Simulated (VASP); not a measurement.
# TaN in VASP: a series of runs

TaN is run at these levels: PBEsol; tasks: single point.

Program: VASP 6.6.1. These are calculated values, not measurements. Logs are shortened: lines on timing, memory, paths and dates and some standing lists are left out, and cuts for length are marked.

### Step 1. The cell of the first run

It takes space group P-62m (No. 189, hexagonal). Conventional cell: a = 5.144 Å, b = 5.144 Å, c = 2.882 Å, α = 90.00°, β = 90.00°, γ = 120.00°. Ta (site symmetry -62m) has 3 N at 2.02 Å within 2.7 Å. Within 2.8 Å of Ta (site symmetry -6) lie 6 N at 2.14 Å. Within 2.7 Å of N (site symmetry m2m) lie 5 Ta at 2.02 to 2.14 Å.

### Step 2. Single point, PBEsol

INCAR

```
SYSTEM = TaN
PREC     = Accurate       ! precision mode
ENCUT    = 520            ! plane-wave cutoff, eV
EDIFF    = 1E-7           ! SCF threshold, eV
ISMEAR   = -1             ! smearing method
SIGMA    = 0.02           ! smearing width, eV
LREAL    = .FALSE.        ! projectors in reciprocal space
LASPH    = .TRUE.         ! aspherical terms in the spheres
NELM     = 80             ! most SCF steps
ALGO     = Normal         ! electronic algorithm
ISIF     = 2              ! what is computed and relaxed
LWAVE    = .FALSE.        ! write WAVECAR
LCHARG   = .TRUE.         ! write CHGCAR
GGA      = PS             ! functional
LELF     = .TRUE.         ! ELF
LVHAR    = .TRUE.       
NBANDS   = 33             ! bands
```

KPOINTS

```
regular mesh
0
G
  8 8 11
  0 0 0
```

POSCAR

```
TaN
1.0
    5.1435115629      0.0000000000      0.0000000000
   -2.5717557814      4.4544116782      0.0000000000
    0.0000000000      0.0000000000      2.8815939491
Ta N
3 3
Direct
    0.0000000000      0.0000000000      0.0000000000
    0.6666666667      0.3333333333      0.5000000000
    0.3333333333      0.6666666667      0.5000000000
    0.0000000000      0.3928500000      0.0000000000
    0.6071500000      0.6071500000      0.0000000000
    0.3928500000      0.0000000000      0.0000000000
```

Potentials or basis: VASP PAW PBE potentials, release 64 (Ta_pv, N).

Started as:

```sh
> cat potpaw_PBE.64/Ta_pv/POTCAR potpaw_PBE.64/N/POTCAR > POTCAR
> mpirun -np 1 vasp_std > vasp.out
```

OUTCAR:

```text
SYSTEM = TaN
   PREC = Accurate
   ENCUT = 520
   EDIFF = 1E-7
   ISMEAR = -1
   LREAL = .FALSE.
   LASPH = .TRUE.
   NELM = 80
   ISIF = 2
   GGA = PS

 ion  position               nearest neighbor table
   1  0.000  0.000  0.000-   6 2.02   4 2.02   5 2.02   3 3.30   2 3.30   2 3.30   3 3.30   2 3.30
                             2 3.30   3 3.30   3 3.30   2 3.30   2 3.30   3 3.30   3 3.30
   2  0.667  0.333  0.500-   4 2.14   4 2.14   6 2.14   6 2.14   5 2.14   5 2.14   3 2.97   3 2.97
                             3 2.97   1 3.30   1 3.30   1 3.30   1 3.30   1 3.30   1 3.30
   3  0.333  0.667  0.500-   6 2.14   6 2.14   4 2.14   4 2.14   5 2.14   5 2.14   2 2.97   2 2.97
                             2 2.97   1 3.30   1 3.30   1 3.30   1 3.30   1 3.30   1 3.30
   4  0.000  0.393  0.000-   1 2.02   2 2.14   2 2.14   3 2.14   3 2.14
   5  0.607  0.607  0.000-   1 2.02   3 2.14   3 2.14   2 2.14   2 2.14
   6  0.393  0.000  0.000-   1 2.02   3 2.14   3 2.14   2 2.14   2 2.14

  LATTYP: Found a hexagonal cell.
 ALAT       =     5.1435115629
 C/A-ratio  =     0.5602386451

  Lattice vectors:

 A1 = (   5.1435115629,   0.0000000000,   0.0000000000)
 A2 = (  -2.5717557814,   4.4544116782,   0.0000000000)
 A3 = (   0.0000000000,   0.0000000000,   2.8815939491)

Analysis of symmetry for initial positions (statically):
=====================================================================
 Subroutine PRICEL returns:
 Original cell was already a primitive cell.

 Routine SETGRP: Setting up the symmetry group for a
 hexagonal supercell.

 Subroutine GETGRP returns: Found 12 space group operations
 (whereof 12 operations were pure point group operations)
 out of a pool of 24 trial point group operations.

The static configuration has the point symmetry D_3h.

Analysis of symmetry for dynamics (positions and initial velocities):
=====================================================================
 Subroutine PRICEL returns:
 Original cell was already a primitive cell.

 Routine SETGRP: Setting up the symmetry group for a
 hexagonal supercell.

 Subroutine GETGRP returns: Found 12 space group operations
 (whereof 12 operations were pure point group operations)
 out of a pool of 24 trial point group operations.

The dynamic configuration has the point symmetry D_3h.

 Subroutine INISYM returns: Found 12 space group operations
 (whereof 12 operations are pure point group operations),
 and found     1 'primitive' translations

----------------------------------------------------------------------------------------

                                     Primitive cell

  volume of cell :      66.0211

  direct lattice vectors                    reciprocal lattice vectors
     5.143511563  0.000000000  0.000000000     0.194419705  0.112248269  0.000000000
    -2.571755781  4.454411678  0.000000000     0.000000000  0.224496538  0.000000000
     0.000000000  0.000000000  2.881593949     0.000000000  0.000000000  0.347030157

  length of vectors
     5.143511563  5.143511563  2.881593949     0.224496538  0.224496538  0.347030157

  position of ions in fractional coordinates (direct lattice)
     0.000000000  0.000000000  0.000000000
     0.666666667  0.333333333  0.500000000
     0.333333333  0.666666667  0.500000000
     0.000000000  0.392850000  0.000000000
     0.607150000  0.607150000  0.000000000
     0.392850000  0.000000000  0.000000000

  ion indices of the primitive-cell ions
   primitive index   ion index
                 1           1
                 2           2
                 3           3
                 4           4
                 5           5
                 6           6

----------------------------------------------------------------------------------------

 KPOINTS: regular mesh

Automatic generation of k-mesh.
 Grid dimensions read from file:
 generate k-points for:    8    8   11

 Generating k-lattice:

  Cartesian coordinates                     Fractional coordinates (reciprocal lattice)
     0.024302463  0.014031034  0.000000000     0.125000000  0.000000000  0.000000000
     0.000000000  0.028062067  0.000000000     0.000000000  0.125000000  0.000000000
     0.000000000  0.000000000  0.031548196     0.000000000  0.000000000  0.090909091

  Length of vectors
     0.028062067  0.028062067  0.031548196

  Shift w.r.t. Gamma in fractional coordinates (k-lattice)
     0.000000000  0.000000000  0.000000000

 Subroutine IBZKPT returns following result:
 ===========================================

 Found     60 irreducible k-points:

 Following reciprocal coordinates:
            Coordinates               Weight
  0.000000  0.000000  0.000000      1.000000
  0.125000  0.000000  0.000000      6.000000
  0.250000  0.000000  0.000000      6.000000
  0.375000 -0.000000  0.000000      6.000000
  0.500000  0.000000  0.000000      3.000000
  0.125000  0.125000  0.000000      6.000000
[... 16 lines left out ...]
  0.250000  0.000000  0.181818     12.000000
  0.375000 -0.000000  0.181818     12.000000
 [... further k-points ...]
   k-points           NKPTS =     60   k-points in BZ     NKDIM =     60   number of bands    NBANDS=     33
   number of dos      NEDOS =    301   number of ions     NIONS =      6
   total plane-waves  NPLWV =  38400
   dimension x,y,z NGX =    40 NGY =   40 NGZ =   24
   dimension x,y,z NGXF=    80 NGYF=   80 NGZF=   48
   ions per type =               3   3
   NGX,Y,Z   is equivalent  to a cutoff of  12.93, 12.93, 13.85 a.u.
   NGXF,Y,Z  is equivalent  to a cutoff of  25.86, 25.86, 27.69 a.u.
 SYSTEM =  TaN
   PREC   = accura    normal or accurate (medium, high low for compatibility)
   ISTART =      0    job   : 0-new  1-cont  2-samecut
   ICHARG =      2    charge: 1-file 2-atom 10-const
   ISPIN  =      1    spin polarized calculation?
   LNONCOLLINEAR =      F non collinear calculations
   LSORBIT =      F    spin-orbit coupling
   LASPH  =      T    aspherical Exc in radial PAW
   ENCUT  =  520.0 eV  38.22 Ry    6.18 a.u.   9.56  9.56  5.36*2*pi/ulx,y,z
   NELM   =     80;   NELMIN=  2; NELMDL= -5     # of ELM steps
   EDIFF  = 0.1E-06   stopping-criterion for ELM
   LREAL  =      F    real-space projection
   EDIFFG = 0.1E-05   stopping-criterion for IOM
   NSW    =      0    number of steps for IOM
   IBRION =     -1    ionic relax: 0-MD 1-quasi-New 2-CG
   NFREE  =      0    steps in history (QN), initial steepest desc. (CG)
   ISIF   =      2    stress and relaxation
   ISYM   =      2    0-nonsym 1-usesym 2-fastsym
   POTIM  = 0.5000    time-step for ionic-motion
   TEBEG  =    0.0;   TEEND  =   0.0 temperature during run
   PSTRESS=    0.0 pullay stress
   NELECT =      48.0000    total number of electrons
   NUPDOWN=      -1.0000    fix difference up-down
   EMIN   =  10.00;   EMAX   =-10.00  energy-range for DOS
   EFERMI =   0.00;   METHOD = LEGACY
   ISMEAR =    -1;   SIGMA  =   0.02  broadening in eV -4-tet -1-fermi 0-gaus
   EFERMI_NEDOS =   21; number of points for ismear=-14 and -15
   IALGO  =     38    algorithm
   IMIX   =      4    mixing-type and parameters
     AMIX     =   0.40;   BMIX     =  1.00
     AMIX_MAG =   1.60;   BMIX_MAG =  1.00
  volume/ion in A,a.u.               =      11.00        74.26
  Fermi-wavevector in a.u.,A,eV,Ry     =   1.472067  2.781804 29.483576  2.166982
  Thomas-Fermi vector in A             =   2.587127
   LORBIT       =      0    0 simple, 1 ext, 2 COOP (PROOUT), +10 PAW based schemes
   GGA     = PS    functional components
   LHFCALC =     F    Hartree Fock is set to
   AEXX    =    0.0000 exact exchange contribution
   IVDW    =     0    specifies the selected vdW correction
   LEPSILON=     F    determine dielectric tensor
   LRPA    =     F    only Hartree local field effects (RPA)
 non-spin polarized calculation
  energy-cutoff  :      520.00
  volume of cell :       66.02
 maximum number of plane-waves:      1810
 NGX is ok and might be reduce to    40
   NGX = 19   NGY = 19   NGZ = 11

 number of electron      47.9999998 magnetization

 Free energy of the ion-electron system (eV)
  ---------------------------------------------------
  ext. energy  EPLUGINS =         0.00000000
  ---------------------------------------------------
  free energy    TOTEN  =       -71.41837774 eV

  energy without entropy =      -71.41746986  energy(sigma->0) =      -71.41792380

 E-fermi :   8.5838     XC(G=0): -13.3248

 val. band max:        8.5774944615   @ k =   0.1250   0.1250   0.3636
 cond. band min:       8.6639802542   @ k =   0.2500   0.0000   0.4545
 fundamental gap:      0.0864857927
 Fermi energy:         8.5838414019

 k-point     1 :       0.0000    0.0000    0.0000
  band No.  band energies     occupation
      1     -27.6693      2.00000
      2     -27.6693      2.00000
      3     -27.2854      2.00000
      4     -27.2854      2.00000
      5     -27.0777      2.00000
      6     -26.9549      2.00000
[... 25 lines left out ...]
     32      11.8247      0.00000
     33      11.8247      0.00000

 k-point     2 :       0.1250    0.0000    0.0000
  band No.  band energies     occupation
      1     -27.6857      2.00000
      2     -27.6668      2.00000
      3     -27.2671      2.00000
      4     -27.2635      2.00000
      5     -27.0733      2.00000
      6     -26.9590      2.00000
[... 25 lines left out ...]
     32      11.7657      0.00000
     33      11.9500      0.00000

 k-point     3 :       0.2500    0.0000    0.0000
  band No.  band energies     occupation
      1     -27.7203      2.00000
      2     -27.6451      2.00000
      3     -27.2509      2.00000
      4     -27.2147      2.00000
      5     -27.0611      2.00000
      6     -26.9702      2.00000
[... 25 lines left out ...]
     32      12.2658      0.00000
     33      12.3916      0.00000

 k-point     4 :       0.3750   -0.0000    0.0000
  band No.  band energies     occupation
      1     -27.7499      2.00000
      2     -27.5919      2.00000
      3     -27.2962      2.00000
      4     -27.1688      2.00000
      5     -27.0447      2.00000
      6     -26.9856      2.00000
[... 25 lines left out ...]
     32      12.5052      0.00000
     33      12.6495      0.00000

 k-point     5 :       0.5000    0.0000    0.0000
  band No.  band energies     occupation
      1     -27.7612      2.00000
      2     -27.5482      2.00000
      3     -27.3462      2.00000
      4     -27.1499      2.00000
      5     -27.0346      2.00000
      6     -26.9953      2.00000
[... 604 lines left out ...]
 k-point    22 :       0.1250    0.0000    0.1818
  band No.  band energies     occupation
      1     -27.6336      2.00000
      2     -27.6156      2.00000
      3     -27.3706      2.00000
      4     -27.2230      2.00000
      5     -27.2196      2.00000
      6     -27.2131      2.00000
[... 25 lines left out ...]
     32      12.2413      0.00000
     33      12.3554      0.00000

 k-point    23 :       0.2500    0.0000    0.1818
  band No.  band energies     occupation
      1     -27.6626      2.00000
      2     -27.5935      2.00000
      3     -27.3634      2.00000
      4     -27.2367      2.00000
      5     -27.2156      2.00000
      6     -27.1727      2.00000
[... 25 lines left out ...]
     32      12.3435      0.00000
     33      13.0536      0.00000

 k-point    24 :       0.3750   -0.0000    0.1818
  band No.  band energies     occupation
      1     -27.6880      2.00000
      2     -27.5468      2.00000
      3     -27.3597      2.00000
      4     -27.2575      2.00000
      5     -27.2485      2.00000
      6     -27.1339      2.00000
[... 25 lines left out ...]
     32      12.5330      0.00000
     33      12.8149      0.00000

 [... further k-points ...]

------------------------ aborting loop because EDIFF is reached ----------------------------------------

  FORCE on cell =-STRESS in cart. coord.  units (eV):
  Direction    XX          YY          ZZ          XY          YZ          ZX
  --------------------------------------------------------------------------------------
  -------------------------------------------------------------------------------------
  Total        3.2937668      3.2937668      2.7829931      0.0000000     -0.0000000      0.0000000
  in kB       79.9319804     79.9319804     67.5367036      0.0000000     -0.0000000      0.0000000
  external PRESSURE =      75.8002215 kB  Pullay stress =       0.0000000 kB

 VOLUME and BASIS-vectors are now :
 -----------------------------------------------------------------------------
  energy-cutoff  :      520.00
  volume of cell :       66.02
      direct lattice vectors                 reciprocal lattice vectors
     5.143511563  0.000000000  0.000000000     0.194419705  0.112248269  0.000000000
    -2.571755781  4.454411678  0.000000000     0.000000000  0.224496538  0.000000000
     0.000000000  0.000000000  2.881593949     0.000000000  0.000000000  0.347030157

 POSITION                                       TOTAL-FORCE (eV/Angst)
 -----------------------------------------------------------------------------------
      0.00000      0.00000      0.00000         0.000000     -0.000000      0.000000
      2.57176      1.48480      1.44080         0.000000     -0.000000      0.000000
     -0.00000      2.96961      1.44080         0.000000      0.000000      0.000000
     -1.01031      1.74992      0.00000        -0.077061      0.133474      0.000000
      1.56144      2.70450      0.00000        -0.077061     -0.133474     -0.000000
      2.02063      0.00000      0.00000         0.154122      0.000000      0.000000
 -----------------------------------------------------------------------------------
    total drift:                               -0.000001     -0.000002      0.000000

  FREE ENERGIE OF THE ION-ELECTRON SYSTEM (eV)
  ---------------------------------------------------
  free  energy   TOTEN  =       -71.4183777407 eV

  energy  without entropy=      -71.4174698627  energy(sigma->0) =      -71.41792380
```

It took 2.9 min on 1 thread of Intel Xeon 8259CL, shared host; peak memory 0.25 GiB.

What came out:

| Item | Value |
| --- | --- |
| Free energy | -71.4184 eV |
| Pressure | 7.6 GPa |
| Largest force | 0.154 eV/Å |
| Band gap on the k mesh | zero (band 24 reaches 10.42 eV, above the bottom of band 25 at 7.15 eV) |

Forces in eV/Å, atoms in the order of the input:
```
Ta   0.000  0.000  0.000
Ta   0.000  0.000  0.000
Ta   0.000  0.000  0.000
N   -0.077  0.133  0.000
N   -0.077 -0.133  0.000
N    0.154  0.000  0.000
```

Caveat: the PAW data sets were made with another functional, which shifts forces and pressure a little; spin-orbit coupling is left out, which moves the levels of the heavy elements.

[end of part 1 of 2]
